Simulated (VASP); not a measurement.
**YSe: electric field gradients with LDA**

YSe:

```xyz
2
Lattice="0.0000 2.8163 2.8163 2.8163 0.0000 2.8163 2.8163 2.8163 0.0000" Properties=species:S:1:pos:R:3 pbc="T T T"
Y     0.0000    0.0000    0.0000
Se    2.8163    2.8163    2.8163
```

This cell differs from its parent crystal: volume scaled by 0.94.

```
Program                : VASP 6.6.1
Task                   : electric field gradients
Functional             : LDA
Potentials or basis    : VASP PAW LDA potentials, release 64 (Y_sv, Se)
Cutoff                 : 520 eV
k mesh                 : 7 × 7 × 7
Occupations            : fermi-dirac, width 0.03 eV
Spin                   : no spin polarisation
Dipole correction      : no
Further INCAR settings : ALGO = Normal; EDIFF = 1e-08; NBANDS = 16
```

```
Pressure : 0.7 GPa
```

Levels at points of the mesh, in eV from the Fermi level:
```
           k point  band 7  band 8  band 9  band 10  band 11  band 12
(0.00, 0.00, 0.00)   -3.04   -3.04   -0.37    -0.37    -0.37     0.48
```

It took 20 s on 1 thread of Intel(R) Xeon(R) Platinum 8259CL CPU @ 2.50GHz (Skylake/Cascade Lake), with other jobs on the host, peak memory 0.17 GiB.

Caveat: without QUAD_EFG the Cq values of the log hold for a quadrupole moment of 1 mb, not for the nuclei.
